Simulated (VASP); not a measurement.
Set up this calculation in VASP 6.6.1, as the native input.

| Item | Value |
| --- | --- |
| Task | single point |
| Functional | PBEsol |
| Potentials or basis | VASP PAW PBE potentials, release 64 (Sc_sv, Al) |
| Cutoff | 520 eV |
| k mesh | 12 × 12 × 6 |
| Occupations | gaussian, width 0.1 eV |
| Spin | no spin polarisation |
| Dipole correction | no |
| k mesh for the DOS | 18 × 18 × 9 |
| Occupations for the DOS | tetrahedron |
| Further INCAR settings | ALGO = Fast; EDIFF = 1e-06; NBANDS = 34 |

Crystal: Sc2Al.

```
Sc Al
1.0
     4.85090    0.00000    0.00000
    -2.42545    4.20100    0.00000
     0.00000    0.00000    6.08545
Sc Al
4 2
Cartesian
  0.0000 0.0000 0.0000
  0.0000 0.0000 3.0427
  0.0000 2.8007 4.5641
  2.4254 1.4003 1.5214
  0.0000 2.8007 1.5214
  2.4254 1.4003 4.5641
```

One way to write it, as run:

POSCAR

```
Sc2Al
1.0
    4.8508989718      0.0000000000      0.0000000000
   -2.4254494859      4.2010017408      0.0000000000
    0.0000000000      0.0000000000      6.0854513198
Sc Al
4 2
Direct
    0.0000000000      0.0000000000      0.0000000000
    0.0000000000      0.0000000000      0.5000000000
    0.3333333333      0.6666666667      0.7500000000
    0.6666666667      0.3333333333      0.2500000000
    0.3333333333      0.6666666667      0.2500000000
    0.6666666667      0.3333333333      0.7500000000
```

INCAR.step1

```
SYSTEM = Sc2Al
PREC = Accurate
ENCUT = 520
EDIFF = 1E-6
ISMEAR = 0
SIGMA = 0.1
LREAL = .False.
LASPH = .True.
NELM = 60
ALGO = Fast
ISIF = 2
LWAVE = .False.
LCHARG = .True.
LMAXMIX = 4
GGA = PS
NBANDS = 34
```

KPOINTS.step1

```
Automatic mesh
0
Gamma
  12 12 6
  0 0 0
```

INCAR.step2

```
SYSTEM = Sc2Al
PREC = Accurate
ENCUT = 520
EDIFF = 1E-6
ISMEAR = -5
SIGMA = 0.1
LREAL = .False.
LASPH = .True.
NELM = 60
ALGO = Fast
ISIF = 2
LWAVE = .False.
LCHARG = .False.
LMAXMIX = 4
GGA = PS
LORBIT = 10
NBANDS = 34
NEDOS = 1001
ICHARG = 11
```

KPOINTS.step2

```
Automatic mesh
0
Gamma
  18 18 9
  0 0 0
```

Potentials or basis: VASP PAW PBE potentials, release 64 (Sc_sv, Al).

Launch:

```sh
$ cat potpaw_PBE.64/Sc_sv/POTCAR potpaw_PBE.64/Al/POTCAR > POTCAR
$ cp INCAR.step1 INCAR
$ cp KPOINTS.step1 KPOINTS
$ mpirun -np 1 vasp_std > vasp.out
$ cp INCAR.step2 INCAR
$ cp KPOINTS.step2 KPOINTS
$ mpirun -np 1 vasp_std > vasp.out
```

Results of the run:

```
Valence electrons inside the program's atomic spheres : Sc 9.42, 9.46 (each value once); Al 0.83
```

Run time: 25 min on 1 thread of Intel Xeon 8259CL, on a shared host, peak memory 0.67 GiB.
